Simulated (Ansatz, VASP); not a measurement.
## W in VASP and in Ansatz

```
CELL_PARAMETERS angstrom
2.57313 0.00000 0.00000
-1.28657 2.22840 0.00000
0.00000 0.00000 4.37951
ATOMIC_POSITIONS crystal
W 0.33333 0.66667 0.25000
W 0.66667 0.33333 0.75000
```

Change from the starting cell: volume scaled by 0.76, LAPW.

Alike in both runs: task single point; functional PBE; k mesh 17 × 17 × 9; occupations fermi-dirac, width 0.1 eV; no spin polarisation.

```csv
,VASP,Ansatz
version,VASP 6.6.1,Ansatz 0.2.0
potentials or method,"VASP PAW PBE potentials, release 64 (W_sv), cutoff 520 eV","all-electron LAPW, scalar-relativistic"
```

|  | VASP | Ansatz | Ansatz less VASP |
| --- | --- | --- | --- |
| pressure (GPa) | 132.7 | 129.0 | -3.74 |
| traceless stress, the component that is largest in VASP (GPa) | -0.08 | 0.04 | +0.117 |

Both programs put the cell under a high pressure, so it lies far from rest at this level. Ansatz ran all-electron here, and VASP with PAW potentials.

Spin-orbit coupling is off throughout. Noted on VASP's run: the cell as given lies far from equilibrium.
